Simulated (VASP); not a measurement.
# NbSi (Pm-3m) in VASP: notebook

Runs on NbSi. Level: PBE. Tasks: single point.

All numbers are computed with VASP 6.6.1; they aren't measurements. Logs are shortened: lines on timing, memory, paths and dates and some standing lists are left out, and cuts for length are marked.

### 1 The cell of the first run

The structure is cubic, space group Pm-3m (No. 221). The conventional cell has a = 3.114 Å, b = 3.114 Å, c = 3.114 Å, α = 90.00°, β = 90.00°, γ = 90.00°. Within 3.6 Å of Nb (site symmetry m-3m) lie 8 Si at 2.70 Å and 6 Nb at 3.11 Å. Si (site symmetry m-3m) has 8 Nb at 2.70 Å and 6 Si at 3.11 Å within 3.6 Å.

### 2 Single point, PBE (volume scaled by 0.96)

INCAR

```
SYSTEM = NbSi
PREC = Accurate ; ENCUT = 520
EDIFF = 1E-6 ; ISMEAR = -1
SIGMA = 0.05 ; LREAL = .FALSE.
LASPH = .TRUE. ; NELM = 80
ALGO = Normal ; ISIF = 2
LWAVE = .FALSE. ; LCHARG = .FALSE.
GGA = PE ; NBANDS = 16
```

KPOINTS

```
regular mesh
0
G
  8 8 8
  0 0 0
```

POSCAR

```
NbSi
1.0
    3.1137801760      0.0000000000      0.0000000000
    0.0000000000      3.1137801760      0.0000000000
    0.0000000000      0.0000000000      3.1137801760
Nb Si
1 1
Direct
    0.0000000000      0.0000000000      0.0000000000
    0.5000000000      0.5000000000      0.5000000000
```

Potentials or basis: VASP PAW PBE potentials, release 64 (Nb_sv, Si).

The run is started by

```sh
$ cat potpaw_PBE.64/Nb_sv/POTCAR potpaw_PBE.64/Si/POTCAR > POTCAR
$ mpirun -np 1 vasp_std > vasp.out
```

OUTCAR:

```text
SYSTEM = NbSi
   PREC = Accurate
   ENCUT = 520
   EDIFF = 1E-6
   ISMEAR = -1
   LREAL = .FALSE.
   LASPH = .TRUE.
   NELM = 80
   ISIF = 2
   GGA = PE

 ion  position               nearest neighbor table
   1  0.000  0.000  0.000-   2 2.70   2 2.70   2 2.70   2 2.70   2 2.70   2 2.70   2 2.70   2 2.70

   2  0.500  0.500  0.500-   1 2.70   1 2.70   1 2.70   1 2.70   1 2.70   1 2.70   1 2.70   1 2.70

  LATTYP: Found a simple cubic cell.
 ALAT       =     3.1137801760

  Lattice vectors:

 A1 = (   3.1137801760,   0.0000000000,   0.0000000000)
 A2 = (   0.0000000000,   3.1137801760,   0.0000000000)
 A3 = (   0.0000000000,   0.0000000000,   3.1137801760)

Analysis of symmetry for initial positions (statically):
=====================================================================
 Subroutine PRICEL returns:
 Original cell was already a primitive cell.

 Routine SETGRP: Setting up the symmetry group for a
 simple cubic supercell.

 Subroutine GETGRP returns: Found 48 space group operations
 (whereof 48 operations were pure point group operations)
 out of a pool of 48 trial point group operations.

The static configuration has the point symmetry O_h .

Analysis of symmetry for dynamics (positions and initial velocities):
=====================================================================
 Subroutine PRICEL returns:
 Original cell was already a primitive cell.

 Routine SETGRP: Setting up the symmetry group for a
 simple cubic supercell.

 Subroutine GETGRP returns: Found 48 space group operations
 (whereof 48 operations were pure point group operations)
 out of a pool of 48 trial point group operations.

The dynamic configuration has the point symmetry O_h .

 Subroutine INISYM returns: Found 48 space group operations
 (whereof 48 operations are pure point group operations),
 and found     1 'primitive' translations

----------------------------------------------------------------------------------------

                                     Primitive cell

  volume of cell :      30.1901

  direct lattice vectors                    reciprocal lattice vectors
     3.113780176  0.000000000  0.000000000     0.321153050  0.000000000  0.000000000
     0.000000000  3.113780176  0.000000000     0.000000000  0.321153050  0.000000000
     0.000000000  0.000000000  3.113780176     0.000000000  0.000000000  0.321153050

  length of vectors
     3.113780176  3.113780176  3.113780176     0.321153050  0.321153050  0.321153050

  position of ions in fractional coordinates (direct lattice)
     0.000000000  0.000000000  0.000000000
     0.500000000  0.500000000  0.500000000

  ion indices of the primitive-cell ions
   primitive index   ion index
                 1           1
                 2           2

----------------------------------------------------------------------------------------

 KPOINTS: regular mesh

Automatic generation of k-mesh.
 Grid dimensions read from file:
 generate k-points for:    8    8    8

 Generating k-lattice:

  Cartesian coordinates                     Fractional coordinates (reciprocal lattice)
     0.040144131  0.000000000  0.000000000     0.125000000  0.000000000  0.000000000
     0.000000000  0.040144131  0.000000000     0.000000000  0.125000000  0.000000000
     0.000000000  0.000000000  0.040144131     0.000000000  0.000000000  0.125000000

  Length of vectors
     0.040144131  0.040144131  0.040144131

  Shift w.r.t. Gamma in fractional coordinates (k-lattice)
     0.000000000  0.000000000  0.000000000

 Subroutine IBZKPT returns following result:
 ===========================================

 Found     35 irreducible k-points:

 Following reciprocal coordinates:
            Coordinates               Weight
  0.000000  0.000000  0.000000      1.000000
  0.125000  0.000000  0.000000      6.000000
  0.250000  0.000000  0.000000      6.000000
  0.375000  0.000000  0.000000      6.000000
  0.500000  0.000000  0.000000      3.000000
  0.125000  0.125000  0.000000     12.000000
[... 16 lines left out ...]
  0.375000  0.375000  0.125000     24.000000
  0.500000  0.375000  0.125000     24.000000
 [... further k-points ...]
   k-points           NKPTS =     35   k-points in BZ     NKDIM =     35   number of bands    NBANDS=     16
   number of dos      NEDOS =    301   number of ions     NIONS =      2
   total plane-waves  NPLWV =  13824
   dimension x,y,z NGX =    24 NGY =   24 NGZ =   24
   dimension x,y,z NGXF=    48 NGYF=   48 NGZF=   48
   ions per type =               1   1
   NGX,Y,Z   is equivalent  to a cutoff of  12.81, 12.81, 12.81 a.u.
   NGXF,Y,Z  is equivalent  to a cutoff of  25.63, 25.63, 25.63 a.u.
 SYSTEM =  NbSi
   PREC   = accura    normal or accurate (medium, high low for compatibility)
   ISTART =      0    job   : 0-new  1-cont  2-samecut
   ICHARG =      2    charge: 1-file 2-atom 10-const
   ISPIN  =      1    spin polarized calculation?
   LNONCOLLINEAR =      F non collinear calculations
   LSORBIT =      F    spin-orbit coupling
   LASPH  =      T    aspherical Exc in radial PAW
   ENCUT  =  520.0 eV  38.22 Ry    6.18 a.u.   5.79  5.79  5.79*2*pi/ulx,y,z
   NELM   =     80;   NELMIN=  2; NELMDL= -5     # of ELM steps
   EDIFF  = 0.1E-05   stopping-criterion for ELM
   LREAL  =      F    real-space projection
   EDIFFG = 0.1E-04   stopping-criterion for IOM
   NSW    =      0    number of steps for IOM
   IBRION =     -1    ionic relax: 0-MD 1-quasi-New 2-CG
   NFREE  =      0    steps in history (QN), initial steepest desc. (CG)
   ISIF   =      2    stress and relaxation
   ISYM   =      2    0-nonsym 1-usesym 2-fastsym
   POTIM  = 0.5000    time-step for ionic-motion
   TEBEG  =    0.0;   TEEND  =   0.0 temperature during run
   PSTRESS=    0.0 pullay stress
   NELECT =      17.0000    total number of electrons
   NUPDOWN=      -1.0000    fix difference up-down
   EMIN   =  10.00;   EMAX   =-10.00  energy-range for DOS
   EFERMI =   0.00;   METHOD = LEGACY
   ISMEAR =    -1;   SIGMA  =   0.05  broadening in eV -4-tet -1-fermi 0-gaus
   EFERMI_NEDOS =   21; number of points for ismear=-14 and -15
   IALGO  =     38    algorithm
   IMIX   =      4    mixing-type and parameters
     AMIX     =   0.40;   BMIX     =  1.00
     AMIX_MAG =   1.60;   BMIX_MAG =  1.00
  volume/ion in A,a.u.               =      15.10       101.87
  Fermi-wavevector in a.u.,A,eV,Ry     =   1.351875  2.554673 24.865544  1.827566
  Thomas-Fermi vector in A             =   2.479260
   LORBIT       =      0    0 simple, 1 ext, 2 COOP (PROOUT), +10 PAW based schemes
   GGA     = PE    functional components
   LHFCALC =     F    Hartree Fock is set to
   AEXX    =    0.0000 exact exchange contribution
   IVDW    =     0    specifies the selected vdW correction
   LEPSILON=     F    determine dielectric tensor
   LRPA    =     F    only Hartree local field effects (RPA)
 non-spin polarized calculation
  energy-cutoff  :      520.00
  volume of cell :       30.19
 maximum number of plane-waves:       840
 NGX is ok and might be reduce to    24
   NGX = 11   NGY = 11   NGZ = 11

 number of electron      17.0000000 magnetization

 Free energy of the ion-electron system (eV)
  ---------------------------------------------------
  ext. energy  EPLUGINS =         0.00000000
  ---------------------------------------------------
  free energy    TOTEN  =       -15.99697394 eV

  energy without entropy =      -15.97791390  energy(sigma->0) =      -15.98744392

 E-fermi :  11.7023     XC(G=0): -12.2638

 val. band max:       11.6977145856   @ k =   0.2500   0.2500   0.0000
 cond. band min:      11.7139555381   @ k =   0.5000   0.3750   0.0000
 fundamental gap:      0.0162409524
 Fermi energy:        11.7023410133

 k-point     1 :       0.0000    0.0000    0.0000
  band No.  band energies     occupation
      1     -42.8189      2.00000
      2     -18.7242      2.00000
      3     -18.7242      2.00000
      4     -18.7242      2.00000
      5       0.4101      2.00000
      6       8.8951      2.00000
[... 8 lines left out ...]
     15      22.0297      0.00000
     16      22.0297      0.00000

 k-point     2 :       0.1250    0.0000    0.0000
  band No.  band energies     occupation
      1     -42.8127      2.00000
      2     -18.8006      2.00000
      3     -18.7173      2.00000
      4     -18.7173      2.00000
      5       0.6924      2.00000
      6       8.7872      2.00000
[... 8 lines left out ...]
     15      21.9900      0.00000
     16      23.2914      0.00000

 k-point     3 :       0.2500    0.0000    0.0000
  band No.  band energies     occupation
      1     -42.7975      2.00000
      2     -18.9811      2.00000
      3     -18.7004      2.00000
      4     -18.7004      2.00000
      5       1.4916      2.00000
      6       7.9675      2.00000
[... 8 lines left out ...]
     15      22.0600      0.00000
     16      25.3064      0.00000

 k-point     4 :       0.3750    0.0000    0.0000
  band No.  band energies     occupation
      1     -42.7824      2.00000
      2     -19.1564      2.00000
      3     -18.6836      2.00000
      4     -18.6836      2.00000
      5       2.6751      2.00000
      6       6.4084      2.00000
[... 8 lines left out ...]
     15      21.7597      0.00000
     16      23.0296      0.00000
[... 324 lines left out ...]
 k-point    22 :       0.5000    0.2500    0.1250
  band No.  band energies     occupation
      1     -42.7497      2.00000
      2     -19.1746      2.00000
      3     -18.9059      2.00000
      4     -18.7224      2.00000
      5       3.7294      2.00000
      6       6.6479      2.00000
[... 8 lines left out ...]
     15      21.5515      0.00000
     16      22.8270      0.00000

 k-point    23 :       0.3750    0.3750    0.1250
  band No.  band energies     occupation
      1     -42.7412      2.00000
      2     -19.0840      2.00000
      3     -19.0741      2.00000
      4     -18.7123      2.00000
      5       3.6132      2.00000
      6       7.5823      2.00000
[... 8 lines left out ...]
     15      22.6212      0.00000
     16      24.4966      0.00000

 k-point    24 :       0.5000    0.3750    0.1250
  band No.  band energies     occupation
      1     -42.7352      2.00000
      2     -19.1455      2.00000
      3     -19.0676      2.00000
      4     -18.7050      2.00000
      5       3.7465      2.00000
      6       7.6348      2.00000
[... 8 lines left out ...]
     15      22.4495      0.00000
     16      23.8920      0.00000

 [... further k-points ...]
[... 5 lines left out ...]
  --------------------------------------------------------------------------------------
  -------------------------------------------------------------------------------------
  Total        1.3662290      1.3662290      1.3662290      0.0000000      0.0000000     -0.0000000
  in kB       72.5053804     72.5053804     72.5053804      0.0000000      0.0000000     -0.0000000
  external PRESSURE =      72.5053804 kB  Pullay stress =       0.0000000 kB

 VOLUME and BASIS-vectors are now :
 -----------------------------------------------------------------------------
  energy-cutoff  :      520.00
  volume of cell :       30.19
      direct lattice vectors                 reciprocal lattice vectors
     3.113780176  0.000000000  0.000000000     0.321153050  0.000000000  0.000000000
     0.000000000  3.113780176  0.000000000     0.000000000  0.321153050  0.000000000
     0.000000000  0.000000000  3.113780176     0.000000000  0.000000000  0.321153050

 POSITION                                       TOTAL-FORCE (eV/Angst)
 -----------------------------------------------------------------------------------
      0.00000      0.00000      0.00000         0.000000      0.000000      0.000000
      1.55689      1.55689      1.55689         0.000000      0.000000      0.000000
 -----------------------------------------------------------------------------------
    total drift:                                0.000000      0.000000      0.000000

  FREE ENERGIE OF THE ION-ELECTRON SYSTEM (eV)
  ---------------------------------------------------
  free  energy   TOTEN  =       -15.9969739404 eV

  energy  without entropy=      -15.9779139017  energy(sigma->0) =      -15.98744392
```

Wall time 9.5 s (1 thread of Intel Xeon Platinum 8259CL at 2.50GHz (Skylake/Cascade Lake), shared host); peak memory 0.14 GiB.

Results:

| Quantity | Value |
| --- | --- |
| Free energy | -15.9970 eV |
| Pressure | 7.3 GPa |

### 3 Single point, PBE (volume scaled by 0.98)

INCAR

```
ALGO     = Normal         # electronic algorithm
EDIFF    = 1E-6           # SCF threshold, eV
ENCUT    = 520            # plane-wave cutoff, eV
GGA      = PE             # functional
ISIF     = 2              # what is computed and relaxed
ISMEAR   = -1             # smearing method
LASPH    = True           # aspherical terms in the spheres
LCHARG   = False          # write CHGCAR
LREAL    = False          # projectors in reciprocal space
LWAVE    = False          # write WAVECAR
NBANDS   = 16             # bands
NELM     = 100            # most SCF steps
PREC     = Accurate       # precision mode
SIGMA    = 0.05           # smearing width, eV
```

KPOINTS

```
k-points
0
Gamma
  8 8 8
```

POSCAR

```
NbSi
1.0
    3.1352552006      0.0000000000      0.0000000000
    0.0000000000      3.1352552006      0.0000000000
    0.0000000000      0.0000000000      3.1352552006
Nb Si
1 1
Direct
    0.0000000000      0.0000000000      0.0000000000
    0.5000000000      0.5000000000      0.5000000000
```

Potentials or basis: VASP PAW PBE potentials, release 64 (Nb_sv, Si).

The run is started by

```sh
$ cat potpaw_PBE.64/Nb_sv/POTCAR potpaw_PBE.64/Si/POTCAR > POTCAR
$ mpirun -np 1 vasp_std > vasp.out
```

Run time: 10 s. Hardware: 1 thread of Intel Xeon Platinum 8259CL at 2.50GHz (Skylake/Cascade Lake), shared host; peak memory 0.14 GiB.

The run converged. Its results:

| Item | Value |
| --- | --- |
| Free energy | -16.0177 eV |
| Pressure | 3.3 GPa |

Levels at points of the mesh, in eV from the Fermi level:
```tsv
k point	band 4	band 5	band 6	band 7	band 8	band 9	band 10	band 11	band 12	band 13
(0.00, 0.00, 0.00)	-30.48	-11.18	-2.72	-2.72	2.32	2.32	2.32	2.54	2.54	2.54
(0.50, 0.00, 0.00)	-30.43	-8.02	-6.37	-1.54	-1.09	-1.09	2.81	4.33	5.37	8.97
(0.50, 0.50, 0.00)	-30.39	-8.09	-2.90	-2.90	-2.22	0.32	0.32	4.30	4.76	4.79
(0.50, 0.50, 0.50)	-30.81	-5.19	-5.19	-5.19	-3.85	3.94	3.94	3.94	4.45	4.45
```
